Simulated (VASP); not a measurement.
# Sc (I4/mmm) in VASP: settings compared

The runs below take Sc through single point, with PBE, LDA.

Everything below comes from runs of VASP 6.6.1. Logs are shortened: lines on timing, memory, paths and dates and some standing lists are left out, and cuts for length are marked.

### 1 The cell of the first run

The typed cell holds 2 atoms: a = 3.235 Å, b = 3.235 Å, c = 4.571 Å, α = 90.00°, β = 90.00°, γ = 90.00°.

This isn't the form of Sc at room conditions, which is hcp.

### 2 Single point, PBE (equal strain along all axes, cell held: -1.0 %)

INCAR

```
PREC = Accurate ; ENCUT = 520
EDIFF = 1E-6 ; ISMEAR = 0
SIGMA = 0.1 ; LREAL = F
LASPH = T ; NELM = 80
ALGO = Fast ; ISIF = 2
LWAVE = F ; LCHARG = F
GGA = PE ; NBANDS = 18
```

KPOINTS

```
Automatic mesh
0
Gamma
  14 14 10
```

POSCAR

```
Sc
1.0
    3.2349255948      0.0000000000      0.0000000000
    0.0000000000      3.2349255948      0.0000000000
    0.0000000000      0.0000000000      4.5709385858
Sc
2
Direct
    0.0000000000      0.0000000000      0.0000000000
    0.5000000000      0.5000000000      0.5000000000
```

Potentials or basis: VASP PAW PBE potentials, release 64 (Sc_sv).

Command:

```sh
$ cat potpaw_PBE.64/Sc_sv/POTCAR > POTCAR
$ mpirun -np 1 vasp_std > vasp.out
```

OUTCAR:

```text
PREC = Accurate
   ENCUT = 520
   EDIFF = 1E-6
   ISMEAR = 0
   LREAL = F
   LASPH = T
   NELM = 80
   ISIF = 2
   GGA = PE

 ion  position               nearest neighbor table
   1  0.000  0.000  0.000-   2 3.23   2 3.23   2 3.23   2 3.23   2 3.23   2 3.23   2 3.23   2 3.23

   2  0.500  0.500  0.500-   1 3.23   1 3.23   1 3.23   1 3.23   1 3.23   1 3.23   1 3.23   1 3.23

  LATTYP: Found a simple tetragonal cell.
 ALAT       =     3.2349255948
 C/A-ratio  =     1.4129965132

  Lattice vectors:

 A1 = (   3.2349255948,   0.0000000000,   0.0000000000)
 A2 = (   0.0000000000,   3.2349255948,   0.0000000000)
 A3 = (   0.0000000000,   0.0000000000,   4.5709385858)

Analysis of symmetry for initial positions (statically):
=====================================================================
 Subroutine PRICEL returns following result:

  LATTYP: Found a body centered tetragonal cell.
 ALAT       =     3.2349255948
 C/A-ratio  =     1.4129965132

  Lattice vectors:

 A1 = (  -1.6174627974,  -1.6174627974,  -2.2854692929)
 A2 = (   1.6174627974,   1.6174627974,  -2.2854692929)
 A3 = (   1.6174627974,  -1.6174627974,   2.2854692929)

   2 primitive cells build up your supercell.

 Routine SETGRP: Setting up the symmetry group for a
 simple tetragonal supercell.

 Subroutine GETGRP returns: Found 16 space group operations
 (whereof 16 operations were pure point group operations)
 out of a pool of 16 trial point group operations.

The static configuration has the point symmetry D_4h.

Analysis of symmetry for dynamics (positions and initial velocities):
=====================================================================
 Subroutine PRICEL returns following result:

  LATTYP: Found a body centered tetragonal cell.
 ALAT       =     3.2349255948
 C/A-ratio  =     1.4129965132

  Lattice vectors:

 A1 = (  -1.6174627974,  -1.6174627974,  -2.2854692929)
 A2 = (   1.6174627974,   1.6174627974,  -2.2854692929)
 A3 = (   1.6174627974,  -1.6174627974,   2.2854692929)

   2 primitive cells build up your supercell.

 Routine SETGRP: Setting up the symmetry group for a
 simple tetragonal supercell.

 Subroutine GETGRP returns: Found 16 space group operations
 (whereof 16 operations were pure point group operations)
 out of a pool of 16 trial point group operations.

The dynamic configuration has the point symmetry D_4h.

 Subroutine INISYM returns: Found 16 space group operations
 (whereof 16 operations are pure point group operations),
 and found     2 'primitive' translations

----------------------------------------------------------------------------------------

                                     Primitive cell

  volume of cell :      23.9169

  direct lattice vectors                    reciprocal lattice vectors
    -1.617462797 -1.617462797 -2.285469293    -0.000000000 -0.309126121 -0.218773449
     1.617462797  1.617462797 -2.285469293     0.309126121  0.000000000 -0.218773449
     1.617462797 -1.617462797  2.285469293     0.309126121 -0.309126121  0.000000000

  length of vectors
     3.233533932  3.233533932  3.233533932     0.378709362  0.378709362  0.437170352

  position of ions in fractional coordinates (direct lattice)
     0.000000000  0.000000000  0.000000000

  ion indices of the primitive-cell ions
   primitive index   ion index
                 1           1

----------------------------------------------------------------------------------------

 KPOINTS: Automatic mesh

Automatic generation of k-mesh.
 Grid dimensions read from file:
 generate k-points for:   14   14   10

 Generating k-lattice:

  Cartesian coordinates                     Fractional coordinates (reciprocal lattice)
     0.022080437  0.000000000  0.000000000     0.071428571  0.000000000  0.000000000
     0.000000000  0.022080437  0.000000000     0.000000000  0.071428571  0.000000000
     0.000000000  0.000000000  0.021877345     0.000000000  0.000000000  0.100000000

  Length of vectors
     0.022080437  0.022080437  0.021877345

  Shift w.r.t. Gamma in fractional coordinates (k-lattice)
     0.000000000  0.000000000  0.000000000

 Subroutine IBZKPT returns following result:
 ===========================================

 Found    216 irreducible k-points:

 Following reciprocal coordinates:
            Coordinates               Weight
  0.000000  0.000000  0.000000      1.000000
  0.071429  0.000000  0.000000      4.000000
  0.142857  0.000000  0.000000      4.000000
  0.214286  0.000000  0.000000      4.000000
  0.285714  0.000000  0.000000      4.000000
  0.357143  0.000000  0.000000      4.000000
[... 16 lines left out ...]
  0.285714  0.214286  0.000000      8.000000
  0.357143  0.214286  0.000000      8.000000
 [... further k-points ...]
   k-points           NKPTS =    216   k-points in BZ     NKDIM =    216   number of bands    NBANDS=     18
   number of dos      NEDOS =    301   number of ions     NIONS =      2
   total plane-waves  NPLWV =  20736
   dimension x,y,z NGX =    24 NGY =   24 NGZ =   36
   dimension x,y,z NGXF=    48 NGYF=   48 NGZF=   72
   ions per type =               2
   NGX,Y,Z   is equivalent  to a cutoff of  12.33, 12.33, 13.09 a.u.
   NGXF,Y,Z  is equivalent  to a cutoff of  24.67, 24.67, 26.19 a.u.
 SYSTEM =  unknown system
   PREC   = accura    normal or accurate (medium, high low for compatibility)
   ISTART =      0    job   : 0-new  1-cont  2-samecut
   ICHARG =      2    charge: 1-file 2-atom 10-const
   ISPIN  =      1    spin polarized calculation?
   LNONCOLLINEAR =      F non collinear calculations
   LSORBIT =      F    spin-orbit coupling
   LASPH  =      T    aspherical Exc in radial PAW
   ENCUT  =  520.0 eV  38.22 Ry    6.18 a.u.   6.01  6.01  8.50*2*pi/ulx,y,z
   NELM   =     80;   NELMIN=  2; NELMDL= -5     # of ELM steps
   EDIFF  = 0.1E-05   stopping-criterion for ELM
   LREAL  =      F    real-space projection
   EDIFFG = 0.1E-04   stopping-criterion for IOM
   NSW    =      0    number of steps for IOM
   IBRION =     -1    ionic relax: 0-MD 1-quasi-New 2-CG
   NFREE  =      0    steps in history (QN), initial steepest desc. (CG)
   ISIF   =      2    stress and relaxation
   ISYM   =      2    0-nonsym 1-usesym 2-fastsym
   POTIM  = 0.5000    time-step for ionic-motion
   TEBEG  =    0.0;   TEEND  =   0.0 temperature during run
   PSTRESS=    0.0 pullay stress
   NELECT =      22.0000    total number of electrons
   NUPDOWN=      -1.0000    fix difference up-down
   EMIN   =  10.00;   EMAX   =-10.00  energy-range for DOS
   EFERMI =   0.00;   METHOD = LEGACY
   ISMEAR =     0;   SIGMA  =   0.10  broadening in eV -4-tet -1-fermi 0-gaus
   EFERMI_NEDOS =   21; number of points for ismear=-14 and -15
   IALGO  =     68    algorithm
   IMIX   =      4    mixing-type and parameters
     AMIX     =   0.40;   BMIX     =  1.00
     AMIX_MAG =   1.60;   BMIX_MAG =  1.00
  volume/ion in A,a.u.               =      23.92       161.40
  Fermi-wavevector in a.u.,A,eV,Ry     =   1.263682  2.388012 21.727031  1.596892
  Thomas-Fermi vector in A             =   2.397026
   LORBIT       =      0    0 simple, 1 ext, 2 COOP (PROOUT), +10 PAW based schemes
   GGA     = PE    functional components
   LHFCALC =     F    Hartree Fock is set to
   AEXX    =    0.0000 exact exchange contribution
   IVDW    =     0    specifies the selected vdW correction
   LEPSILON=     F    determine dielectric tensor
   LRPA    =     F    only Hartree local field effects (RPA)
 non-spin polarized calculation
 RMM-DIIS sequential band-by-band and
 Gauss-broadening in eV      SIGMA  =   0.10
  energy-cutoff  :      520.00
  volume of cell :       47.83
 maximum number of plane-waves:      1306
   NGX = 13   NGY = 13   NGZ = 17

 number of electron      22.0000007 magnetization

 Free energy of the ion-electron system (eV)
  ---------------------------------------------------
  ext. energy  EPLUGINS =         0.00000000
  ---------------------------------------------------
  free energy    TOTEN  =       -12.40418141 eV

  energy without entropy =      -12.38577704  energy(sigma->0) =      -12.39497923

 E-fermi :   3.9228     XC(G=0):  -9.9957

 val. band max:        3.9152130704   @ k =   0.5000   0.1429   0.4000
 cond. band min:       3.9244823082   @ k =   0.2143   0.2143   0.1000
 fundamental gap:      0.0092692377
 Fermi energy:         3.9228022599

 k-point     1 :       0.0000    0.0000    0.0000
  band No.  band energies     occupation
      1     -45.4340      2.00000
      2     -45.3445      2.00000
      3     -24.2409      2.00000
      4     -23.9889      2.00000
      5     -23.9889      2.00000
      6     -23.8337      2.00000
[... 10 lines left out ...]
     17       6.9820      0.00000
     18       8.0665      0.00000

 k-point     2 :       0.0714    0.0000    0.0000
  band No.  band energies     occupation
      1     -45.4318      2.00000
      2     -45.3445      2.00000
      3     -24.2347      2.00000
      4     -23.9987      2.00000
      5     -23.9860      2.00000
      6     -23.8476      2.00000
[... 10 lines left out ...]
     17       6.9795      0.00000
     18       7.8365      0.00000

 k-point     3 :       0.1429    0.0000    0.0000
  band No.  band energies     occupation
      1     -45.4254      2.00000
      2     -45.3447      2.00000
      3     -24.2165      2.00000
      4     -24.0257      2.00000
      5     -23.9775      2.00000
      6     -23.8868      2.00000
[... 10 lines left out ...]
     17       6.9963      0.00000
     18       7.5625      0.00000

 k-point     4 :       0.2143    0.0000    0.0000
  band No.  band energies     occupation
      1     -45.4156      2.00000
      2     -45.3455      2.00000
      3     -24.1876      2.00000
      4     -24.0636      2.00000
      5     -23.9643      2.00000
      6     -23.9439      2.00000
[... 375 lines left out ...]
      4     -24.0884      2.00000
      5     -24.0007      2.00000
      6     -23.9939      2.00000
[... 10 lines left out ...]
     17       6.5727      0.00000
     18       7.3303      0.00000

 k-point    23 :       0.2857    0.2143    0.0000
  band No.  band energies     occupation
      1     -45.3888      2.00000
      2     -45.3450      2.00000
      3     -24.1206      2.00000
      4     -24.1129      2.00000
      5     -24.0516      2.00000
      6     -23.9884      2.00000
[... 10 lines left out ...]
     17       6.5078      0.00000
     18       7.4569      0.00000

 k-point    24 :       0.3571    0.2143    0.0000
  band No.  band energies     occupation
      1     -45.3777      2.00000
      2     -45.3472      2.00000
      3     -24.1515      2.00000
      4     -24.1038      2.00000
      5     -24.0776      2.00000
      6     -23.9756      2.00000
[... 10 lines left out ...]
     17       6.7714      0.00000
     18       7.6931      0.00000

 [... further k-points ...]

------------------------ aborting loop because EDIFF is reached ----------------------------------------

  FORCE on cell =-STRESS in cart. coord.  units (eV):
  Direction    XX          YY          ZZ          XY          YZ          ZX
  --------------------------------------------------------------------------------------
  -------------------------------------------------------------------------------------
  Total        0.4850808      0.4850808      0.5101689      0.0000000      0.0000000     -0.0000000
  in kB       16.2476553     16.2476553     17.0879738      0.0000000      0.0000000     -0.0000000
  external PRESSURE =      16.5277615 kB  Pullay stress =       0.0000000 kB

 VOLUME and BASIS-vectors are now :
 -----------------------------------------------------------------------------
  energy-cutoff  :      520.00
  volume of cell :       47.83
      direct lattice vectors                 reciprocal lattice vectors
     3.234925595  0.000000000  0.000000000     0.309126121  0.000000000  0.000000000
     0.000000000  3.234925595  0.000000000     0.000000000  0.309126121  0.000000000
     0.000000000  0.000000000  4.570938586     0.000000000  0.000000000  0.218773449

 POSITION                                       TOTAL-FORCE (eV/Angst)
 -----------------------------------------------------------------------------------
      0.00000      0.00000      0.00000        -0.000000      0.000000      0.000000
      1.61746      1.61746      2.28547         0.000000     -0.000000     -0.000000
 -----------------------------------------------------------------------------------
    total drift:                                0.000000      0.000000     -0.000000

  FREE ENERGIE OF THE ION-ELECTRON SYSTEM (eV)
  ---------------------------------------------------
  free  energy   TOTEN  =       -12.4041814144 eV

  energy  without entropy=      -12.3857770437  energy(sigma->0) =      -12.39497923
```

Run time: 3.6 min. Hardware: 1 thread of Oxide Virtual Turin-like, shared host; peak memory 0.23 GiB.

What came out:

```
Free energy            : -12.4042 eV
Pressure               : 1.7 GPa
Band gap on the k mesh : zero (bands 11 and 12 overlap by 1.02 eV)
```

Caveat: the cell differs from its parent crystal (equal strain along all axes, cell held: -1.0 %).

(Part 1 of 3 ends here.)
